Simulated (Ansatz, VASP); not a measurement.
**O: VASP beside Ansatz**

```
CELL_PARAMETERS angstrom
12.00000 0.00000 0.00000
0.00000 12.30000 0.00000
0.00000 0.00000 12.60000
ATOMIC_POSITIONS crystal
O 0.50000 0.50000 0.45216
O 0.50000 0.50000 0.54784
```

Alike in both runs: functional r2SCAN; k mesh 1 × 1 × 1; occupations fermi-dirac, width 0.01 eV; collinear spin.

Ansatz relaxed the structure, and its values are those at the end. VASP's run is a single point on that final structure, the one shown.

```csv
,VASP,Ansatz
version,VASP 6.6.1,Ansatz 0.2.0
potentials or method,"VASP PAW PBE potentials, release 64 (O_h), cutoff 910 eV","plane waves (500 eV) with PAW, scalar-relativistic"
valence electrons in the cell,12,12
```

VASP gave:

```
rms of the force components (eV/Å)                            : 0.039
net moment per atom (μB)                                      : 1.00
size of the moment on the site where the two differ most (μB) : 0.65
```

Task: What did Ansatz give for the same quantities?

Result: rms of the force components (eV/Å): 0.001; net moment per atom (μB): 1.00; size of the moment on the site where the two differ most (μB): 0.57.

VASP's potentials were made for PBE, not for r2SCAN. Site moments also hang on the region over which each program counts them. Ansatz's warnings: end state compared.

Noted on VASP's run: the cutoff is short for stress, so the pressure is rough.
